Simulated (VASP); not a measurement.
# O (Fd-3m) in VASP: single point with PBE+D3(BJ)

Aim: the single point of O with PBE+D3(BJ).

All numbers are computed with VASP 6.6.1; they aren't measurements. Logs are shortened: lines on timing, memory, paths and dates and some standing lists are left out, and cuts for length are marked.

**1. The cell of the first run**

It takes space group Fd-3m (No. 227, cubic). The conventional cell has a = 4.342 Å, b = 4.342 Å, c = 4.342 Å, α = 90.00°, β = 90.00°, γ = 90.00°. O (site symmetry -43m) has 4 O at 1.88 Å within 2.5 Å.

**2. Single point, PBE+D3(BJ)**

INCAR

```
SYSTEM = O
PREC     = Accurate       ! precision mode
ENCUT    = 600            ! plane-wave cutoff, eV
EDIFF    = 1E-6           ! SCF threshold, eV
ISMEAR   = 0              ! smearing method
SIGMA    = 0.1            ! smearing width, eV
LREAL    = .False.        ! projectors in reciprocal space
LASPH    = .True.         ! aspherical terms in the spheres
NELM     = 120            ! most SCF steps
ALGO     = Normal         ! electronic algorithm
ISIF     = 2              ! what is computed and relaxed
LWAVE    = .False.        ! write WAVECAR
LCHARG   = .True.         ! write CHGCAR
GGA      = PE             ! functional
IVDW     = 12             ! dispersion correction
LELF     = .True.         ! ELF
LVHAR    = .True.       
NBANDS   = 13             ! bands
GGA_COMPAT= .False.
```

KPOINTS

```
regular mesh
0
Gamma
  8 8 8
  0 0 0
```

POSCAR

```
O
1.0
    0.0000000000      2.1708564400      2.1708564400
    2.1708564400      0.0000000000      2.1708564400
    2.1708564400      2.1708564400      0.0000000000
O
2
Direct
    0.2500000000      0.2500000000      0.2500000000
    0.0000000000      0.0000000000      0.0000000000
```

Potentials or basis: VASP PAW PBE potentials, release 64 (O).

The run is started by

```sh
cat potpaw_PBE.64/O/POTCAR > POTCAR
mpirun -np 1 vasp_std > vasp.out
```

OUTCAR:

```text
SYSTEM = O
   PREC = Accurate
   ENCUT = 600
   EDIFF = 1E-6
   ISMEAR = 0
   LREAL = .False.
   LASPH = .True.
   NELM = 120
   ISIF = 2
   GGA = PE
   IVDW = 12
 IVDW          = 12

 ion  position               nearest neighbor table
   1  0.250  0.250  0.250-   2 1.88   2 1.88   2 1.88   2 1.88
   2  0.000  0.000  0.000-   1 1.88   1 1.88   1 1.88   1 1.88

  LATTYP: Found a face centered cubic cell.
 ALAT       =     4.3417128800

  Lattice vectors:

 A1 = (   0.0000000000,   2.1708564400,   2.1708564400)
 A2 = (   2.1708564400,   0.0000000000,   2.1708564400)
 A3 = (   2.1708564400,   2.1708564400,   0.0000000000)

Analysis of symmetry for initial positions (statically):
=====================================================================
 Subroutine PRICEL returns:
 Original cell was already a primitive cell.

 Routine SETGRP: Setting up the symmetry group for a
 face centered cubic supercell.

 Subroutine GETGRP returns: Found 48 space group operations
 (whereof 24 operations were pure point group operations)
 out of a pool of 48 trial point group operations.

The static configuration has the point symmetry T_d .
 The point group associated with its full space group is O_h .

Analysis of symmetry for dynamics (positions and initial velocities):
=====================================================================
 Subroutine PRICEL returns:
 Original cell was already a primitive cell.

 Routine SETGRP: Setting up the symmetry group for a
 face centered cubic supercell.

 Subroutine GETGRP returns: Found 48 space group operations
 (whereof 24 operations were pure point group operations)
 out of a pool of 48 trial point group operations.

The dynamic configuration has the point symmetry T_d .
 The point group associated with its full space group is O_h .

 Subroutine INISYM returns: Found 48 space group operations
 (whereof 24 operations are pure point group operations),
 and found     1 'primitive' translations

----------------------------------------------------------------------------------------

                                     Primitive cell

  volume of cell :      20.4608

  direct lattice vectors                    reciprocal lattice vectors
     0.000000000  2.170856440  2.170856440    -0.230323844  0.230323844  0.230323844
     2.170856440  0.000000000  2.170856440     0.230323844 -0.230323844  0.230323844
     2.170856440  2.170856440  0.000000000     0.230323844  0.230323844 -0.230323844

  length of vectors
     3.070054619  3.070054619  3.070054619     0.398932600  0.398932600  0.398932600

  position of ions in fractional coordinates (direct lattice)
     0.250000000  0.250000000  0.250000000
     0.000000000  0.000000000  0.000000000

  ion indices of the primitive-cell ions
   primitive index   ion index
                 1           1
                 2           2

----------------------------------------------------------------------------------------

 KPOINTS: regular mesh

Automatic generation of k-mesh.
 Grid dimensions read from file:
 generate k-points for:    8    8    8

 Generating k-lattice:

  Cartesian coordinates                     Fractional coordinates (reciprocal lattice)
    -0.028790480  0.028790480  0.028790480     0.125000000  0.000000000  0.000000000
     0.028790480 -0.028790480  0.028790480     0.000000000  0.125000000  0.000000000
     0.028790480  0.028790480 -0.028790480     0.000000000  0.000000000  0.125000000

  Length of vectors
     0.049866575  0.049866575  0.049866575

  Shift w.r.t. Gamma in fractional coordinates (k-lattice)
     0.000000000  0.000000000  0.000000000

 Subroutine IBZKPT returns following result:
 ===========================================

 Found     29 irreducible k-points:

 Following reciprocal coordinates:
            Coordinates               Weight
  0.000000  0.000000  0.000000      1.000000
  0.125000  0.000000  0.000000      8.000000
  0.250000  0.000000  0.000000      8.000000
  0.375000  0.000000  0.000000      8.000000
  0.500000  0.000000  0.000000      4.000000
  0.125000  0.125000  0.000000      6.000000
[... 16 lines left out ...]
  0.500000  0.250000  0.125000     48.000000
 -0.375000  0.250000  0.125000     24.000000
 [... further k-points ...]
   k-points           NKPTS =     29   k-points in BZ     NKDIM =     29   number of bands    NBANDS=     13
   number of dos      NEDOS =    301   number of ions     NIONS =      2
   total plane-waves  NPLWV =  21952
   dimension x,y,z NGX =    28 NGY =   28 NGZ =   28
   dimension x,y,z NGXF=    56 NGYF=   56 NGZF=   56
   ions per type =               2
   NGX,Y,Z   is equivalent  to a cutoff of  15.16, 15.16, 15.16 a.u.
   NGXF,Y,Z  is equivalent  to a cutoff of  30.32, 30.32, 30.32 a.u.
 SYSTEM =  O
   PREC   = accura    normal or accurate (medium, high low for compatibility)
   ISTART =      0    job   : 0-new  1-cont  2-samecut
   ICHARG =      2    charge: 1-file 2-atom 10-const
   ISPIN  =      1    spin polarized calculation?
   LNONCOLLINEAR =      F non collinear calculations
   LSORBIT =      F    spin-orbit coupling
   LASPH  =      T    aspherical Exc in radial PAW
   ENCUT  =  600.0 eV  44.10 Ry    6.64 a.u.   6.13  6.13  6.13*2*pi/ulx,y,z
   NELM   =    120;   NELMIN=  2; NELMDL= -5     # of ELM steps
   EDIFF  = 0.1E-05   stopping-criterion for ELM
   LREAL  =      F    real-space projection
   EDIFFG = 0.1E-04   stopping-criterion for IOM
   NSW    =      0    number of steps for IOM
   IBRION =     -1    ionic relax: 0-MD 1-quasi-New 2-CG
   NFREE  =      0    steps in history (QN), initial steepest desc. (CG)
   ISIF   =      2    stress and relaxation
   ISYM   =      2    0-nonsym 1-usesym 2-fastsym
   POTIM  = 0.5000    time-step for ionic-motion
   TEBEG  =    0.0;   TEEND  =   0.0 temperature during run
   PSTRESS=    0.0 pullay stress
   NELECT =      12.0000    total number of electrons
   NUPDOWN=      -1.0000    fix difference up-down
   EMIN   =  10.00;   EMAX   =-10.00  energy-range for DOS
   EFERMI =   0.00;   METHOD = LEGACY
   ISMEAR =     0;   SIGMA  =   0.10  broadening in eV -4-tet -1-fermi 0-gaus
   EFERMI_NEDOS =   21; number of points for ismear=-14 and -15
   IALGO  =     38    algorithm
   IMIX   =      4    mixing-type and parameters
     AMIX     =   0.40;   BMIX     =  1.00
     AMIX_MAG =   1.60;   BMIX_MAG =  1.00
  volume/ion in A,a.u.               =      10.23        69.04
  Fermi-wavevector in a.u.,A,eV,Ry     =   1.370337  2.589562 25.549351  1.877824
  Thomas-Fermi vector in A             =   2.496132
   LORBIT       =      0    0 simple, 1 ext, 2 COOP (PROOUT), +10 PAW based schemes
   GGA     = PE    functional components
   LHFCALC =     F    Hartree Fock is set to
   AEXX    =    0.0000 exact exchange contribution
   IVDW    =    12    specifies the selected vdW correction
   LEPSILON=     F    determine dielectric tensor
   LRPA    =     F    only Hartree local field effects (RPA)
 non-spin polarized calculation
 Gauss-broadening in eV      SIGMA  =   0.10
  energy-cutoff  :      600.00
  volume of cell :       20.46
 maximum number of plane-waves:       701
 NGX is ok and might be reduce to    28
   NGX = 13   NGY = 13   NGZ = 13

 number of electron      12.0000001 magnetization

 Free energy of the ion-electron system (eV)
  ---------------------------------------------------
  ext. energy  EPLUGINS =         0.00000000
  ---------------------------------------------------
  free energy    TOTEN  =        -6.17836165 eV

  energy without entropy =       -6.17179433  energy(sigma->0) =       -6.17507799

 E-fermi :   0.9189     XC(G=0): -10.1624

 val. band max:        0.8486330616   @ k =   0.2500   0.0000   0.0000
 cond. band min:       0.9595313786   @ k =   0.5000   0.1250   0.0000
 fundamental gap:      0.1108983170
 Fermi energy:         0.9188605768

 k-point     1 :       0.0000    0.0000    0.0000
  band No.  band energies     occupation
      1     -20.9379      2.00000
      2     -12.5762      2.00000
      3      -3.0558      2.00000
      4      -3.0558      2.00000
      5      -3.0558      2.00000
      6       0.2003      2.00000
      7       0.2003      2.00000
      8       0.2003      2.00000
      9      10.8760      0.00000
     10      24.8396      0.00000
     11      24.8396      0.00000
     12      24.8396      0.00000
     13      25.2575      0.00000

 k-point     2 :       0.1250    0.0000    0.0000
  band No.  band energies     occupation
      1     -20.7490      2.00000
      2     -12.9412      2.00000
      3      -3.2415      2.00000
      4      -3.2415      2.00000
      5      -3.2194      2.00000
      6       0.3994      2.00000
      7       0.4153      2.00000
      8       0.4153      2.00000
      9      11.3735      0.00000
     10      23.0066      0.00000
     11      23.0066      0.00000
     12      23.0160      0.00000
     13      27.7622      0.00000

 k-point     3 :       0.2500    0.0000    0.0000
  band No.  band energies     occupation
      1     -20.2213      2.00000
      2     -13.8663      2.00000
      3      -3.6760      2.00000
      4      -3.6132      2.00000
      5      -3.6132      2.00000
      6       0.8486      1.67937
      7       0.8486      1.67937
      8       1.0327      0.10728
      9      12.4976      0.00000
     10      20.4964      0.00000
     11      21.8196      0.00000
     12      21.8196      0.00000
     13      28.4654      0.00000
[... 305 lines left out ...]
 k-point    23 :       0.5000    0.2500    0.1250
  band No.  band energies     occupation
      1     -19.0489      2.00000
      2     -15.4969      2.00000
      3      -5.4368      2.00000
      4      -4.4090      2.00000
      5      -2.1935      2.00000
      6       0.3762      2.00000
      7       1.7811      0.00000
      8       2.1761      0.00000
      9      13.8711      0.00000
     10      16.4764      0.00000
     11      21.8496      0.00000
     12      23.1362      0.00000
     13      29.2849      0.00000

 k-point    24 :      -0.3750    0.2500    0.1250
  band No.  band energies     occupation
      1     -18.6259      2.00000
      2     -16.0129      2.00000
      3      -5.6631      2.00000
      4      -4.5366      2.00000
      5      -2.1782      2.00000
      6       0.6280      1.99996
      7       1.8529      0.00000
      8       2.3333      0.00000
      9      14.1912      0.00000
     10      16.0094      0.00000
     11      21.8747      0.00000
     12      22.5855      0.00000
     13      29.8933      0.00000

 [... further k-points ...]

------------------------ aborting loop because EDIFF is reached ----------------------------------------

 Edisp (eV)   -0.17225

 E8    (eV) :    -0.0418

  FORCE on cell =-STRESS in cart. coord.  units (eV):
  Direction    XX          YY          ZZ          XY          YZ          ZX
  --------------------------------------------------------------------------------------
  -------------------------------------------------------------------------------------
  Total       0.62403     0.62403     0.62403     0.00000    -0.00000     0.00000
  in kB      48.86446    48.86446    48.86446     0.00000    -0.00000     0.00000
  external pressure =       48.86 kB  Pullay stress =        0.00 kB

 VOLUME and BASIS-vectors are now :
 -----------------------------------------------------------------------------
  energy-cutoff  :      600.00
  volume of cell :       20.46
      direct lattice vectors                 reciprocal lattice vectors
     0.000000000  2.170856440  2.170856440    -0.230323844  0.230323844  0.230323844
     2.170856440  0.000000000  2.170856440     0.230323844 -0.230323844  0.230323844
     2.170856440  2.170856440  0.000000000     0.230323844  0.230323844 -0.230323844

 POSITION                                       TOTAL-FORCE (eV/Angst)
 -----------------------------------------------------------------------------------
      1.08543      1.08543      1.08543        -0.000000     -0.000000     -0.000000
      0.00000      0.00000      0.00000         0.000000      0.000000      0.000000
 -----------------------------------------------------------------------------------
    total drift:                                0.000000      0.000000      0.000000

  FREE ENERGIE OF THE ION-ELECTRON SYSTEM (eV)
  ---------------------------------------------------
  free  energy   TOTEN  =        -6.3506155083 eV

  energy  without entropy=       -6.3440481825  energy(sigma->0) =       -6.34733185
```

Wall time 17 s (1 thread of Intel Xeon 8259CL, shared host); peak memory 0.16 GiB.

What came out:

- Free energy: -6.3506 eV
- Pressure: 4.9 GPa
- Band gap on the k mesh: zero (band 6 reaches 1.33 eV, above the bottom of band 7 at 0.20 eV)
- Dispersion energy per atom: -0.086 eV

Caveat: pairwise dispersion overbinds metals, which lowers pressure and volume.
